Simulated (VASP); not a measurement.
Set up this calculation in VASP 6.6.1, as the native input.

| Item | Value |
| --- | --- |
| Task | relaxation of cell and atoms |
| Functional | PBEsol |
| Potentials or basis | VASP PAW PBE potentials, release 64 (Ti_sv) |
| Cutoff | 600 eV |
| k mesh | 10 × 10 × 5 |
| Occupations | gaussian, width 0.05 eV |
| Spin | no spin polarisation |
| Dipole correction | no |
| Further INCAR settings | ALGO = Normal; EDIFF = 1e-06; IBRION = 2; EDIFFG = -0.01; NSW = 80; ISIF = 3 |

The structure of Ti lies in POSCAR:

```
Ti
1.0
    2.9500000000      0.0000000000      0.0000000000
   -1.4750000000      2.5547749400      0.0000000000
    0.0000000000      0.0000000000      4.6800000000
Ti
2
Direct
    0.3333333327      0.6666666654      0.2500000000
    0.6666666673      0.3333333346      0.7500000000
```

These files were run (other wordings do the same):

INCAR

```
SYSTEM = Ti
ALGO = Normal ; EDIFF = 1E-6
EDIFFG = -0.01 ; ENCUT = 600
GGA = PS ; IBRION = 2
ISIF = 3 ; ISMEAR = 0
LASPH = .TRUE. ; LCHARG = .FALSE.
LREAL = .FALSE. ; LWAVE = .FALSE.
NELM = 100 ; NSW = 80
PREC = Accurate ; SIGMA = 0.05
```

KPOINTS

```
k-points
0
G
  10 10 5
  0 0 0
```

Potentials or basis: VASP PAW PBE potentials, release 64 (Ti_sv).

Command:

```console
$ cat potpaw_PBE.64/Ti_sv/POTCAR > POTCAR
$ mpirun -np 1 vasp_std > vasp.out
```

Results of the run:

| Quantity | Value |
| --- | --- |
| Relaxed volume | 16.67 Å³/atom |
| Relaxed cell | a = 2.898 Å, b = 2.898 Å, c = 4.584 Å, α = 90.00°, β = 90.00°, γ = 120.00° |
| Space group after relaxing (to 0.05 Å) | P6_3/mmc (No. 194) |
| Energy gained by relaxing | 19.1 meV/atom |
| Ionic steps | 4 |
| Pressure after relaxing | 0.0 GPa |
| Band gap on the k mesh | zero (band 12 reaches 9.44 eV, above the bottom of band 13 at 8.34 eV) |

Caveat: the PAW data sets were made with another functional, which shifts forces and pressure a little.

Run time: 36 s on 1 thread of Intel(R) Xeon(R) 6975P-C (Granite Rapids), on a shared host, peak memory 0.17 GiB.
